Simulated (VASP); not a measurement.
Ti, 2 atoms in the cell. The structure is hexagonal, space group P6_3/mmc (No. 194). The conventional cell has a = 2.864 Å, b = 2.864 Å, c = 4.540 Å, α = 90.00°, β = 90.00°, γ = 120.00°. Within 3.7 Å of Ti (site symmetry -6m2) lie 12 Ti at 2.81 to 2.86 Å. 

| Property | Result |
| --- | --- |
| Program | VASP 6.6.1 |
| Task | single point |
| Functional | LDA |
| Potentials or basis | VASP PAW LDA potentials, release 64 (Ti_sv) |
| Cutoff | 520 eV |
| k mesh | 13 × 13 × 7 |
| Occupations | methfessel-paxton, width 0.2 eV |
| Spin | no spin polarisation |
| Dipole correction | no |
| Further INCAR settings | ALGO = Normal; EDIFF = 1e-07; NBANDS = 19 |

Potentials or basis: VASP PAW LDA potentials, release 64 (Ti_sv).

Launch:

```console
$ cat potpaw_LDA.64/Ti_sv/POTCAR > POTCAR
$ mpirun -np 1 vasp_std > vasp.out
```

Hardware: 1 thread of Intel(R) Xeon(R) Platinum 8488C (Sapphire Rapids), with other jobs on the host.

Problem. How long does it take, and how much memory?

Solution. It took 28 s on 1 thread of Intel(R) Xeon(R) Platinum 8488C (Sapphire Rapids), with other jobs on the host, peak memory 0.16 GiB. Counts: scf iterations 15, k points 84.
